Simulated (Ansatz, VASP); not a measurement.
# AlCu in VASP and in Ansatz

```
Al Cu
1.0
     2.99751    0.00000    0.00000
     0.00000    2.99751    0.00000
     0.00000    0.00000    2.99751
Al Cu
1 1
Direct
  0.89575 0.00000 0.00000
  0.50000 0.50000 0.50000
```

Change from the starting cell: all Al atoms moved +0.312 Å, as atom 1 towards its neighbour atom 1 (Al) at 2.998 Å.

Alike in both runs: task single point; functional PBEsol; k mesh 16 × 16 × 16; occupations gaussian, width 0.15 eV; no spin polarisation.

|  | VASP | Ansatz |
| --- | --- | --- |
| version | VASP 6.6.1 | Ansatz 0.2.0 |
| potentials or method | VASP PAW PBE potentials, release 64 (Al, Cu), cutoff 520 eV | scalar-relativistic, plane waves, PAW |
| valence electrons in the cell | 14 | 22 |

|  | VASP | Ansatz | Ansatz less VASP |
| --- | --- | --- | --- |
| gap on the k mesh at the Fermi level (eV) | none | none | - |
| pressure (GPa) | -0.3 | -0.5 | -0.19 |
| traceless stress, the component that is largest in VASP (GPa) | -2.22 | -2.18 | +0.035 |
| rms of the force components (eV/Å) | 0.672 | 0.668 | -0.0042 |

VASP's potentials were made for PBE, not for PBEsol. Atom by atom the forces differ by 0.004 eV/Å (rms over components). A gap of «none» marks a metal or a gap that the smearing closes. VASP's potentials hold 14 valence electrons a cell and Ansatz's 22, so a difference there can come from the potentials and not from the codes.
